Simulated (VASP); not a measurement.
A run of VASP 6.6.1 is set up as follows.

INCAR

```
SYSTEM = Rh
PREC = Accurate
ENCUT = 520
EDIFF = 1E-7
ISMEAR = 0
SIGMA = 0.15
LREAL = .FALSE.
LASPH = .TRUE.
NELM = 80
ALGO = Fast
ISIF = 2
LWAVE = .FALSE.
LCHARG = .FALSE.
GGA = PE
NBANDS = 22
```

File KPOINTS:

```
Automatic mesh
0
G
  21 21 12
  0 0 0
```

Contents of POSCAR:

```
Rh
1.0
    2.8872212486      0.0000000000      0.0000000000
   -1.4436106243      2.5004069476      0.0000000000
    0.0000000000      0.0000000000      4.3744289137
Rh
2
Direct
    0.6666666667      0.3333333333      0.7500000000
    0.3333333333      0.6666666667      0.2500000000
```

Potentials or basis: VASP PAW PBE potentials, release 64 (Rh_pv).

Command:

```console
$ cat potpaw_PBE.64/Rh_pv/POTCAR > POTCAR
$ mpirun -np 1 vasp_std > vasp.out
```

Problem. Predict the band gap on the k mesh.

Solution. Zero (bands 15 and 16 overlap by 1.73 eV).

Problem. Estimate the pressure.

Solution. -20.3 GPa.

Stress tensor (GPa, compression positive):
```
-22.96   0.00   0.00
  0.00 -22.96   0.00
  0.00   0.00 -14.93
```

Caveat: the cell stands under tension.
